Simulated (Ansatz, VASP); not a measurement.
C in VASP and in Ansatz

```
C
1.0
     0.00000    1.78014    1.78014
     1.78014    0.00000    1.78014
     1.78014    1.78014    0.00000
C
2
Direct
  0.00000 0.00000 0.00000
  0.25000 0.25000 0.25000
```

Alike in both runs: functional r2SCAN; k mesh 10 × 10 × 10; no spin polarisation.

Ansatz relaxed the structure, and its values are those at the end. VASP's run is a single point on that final structure, the one shown.

|  | VASP | Ansatz |
| --- | --- | --- |
| version | VASP 6.6.1 | Ansatz 0.2.0 |
| potentials or method | VASP PAW PBE potentials, release 64 (C) | scalar-relativistic, plane waves, PAW |
| plane-wave cutoff (eV) | 520 | 500 |
| occupations | gaussian, width 0.01 eV | fixed |
| valence electrons in the cell | 8 | 8 |

VASP gave:

```
gap on the k mesh at the Fermi level (eV) : 4.38
least direct gap on the mesh (eV)         : 5.85
pressure (GPa)                            : 1.1
```

Which values does Ansatz return?

gap on the k mesh at the Fermi level (eV): 4.41; least direct gap on the mesh (eV): 5.90; pressure (GPa): 0.0.

VASP's potentials were made for PBE, not for r2SCAN.
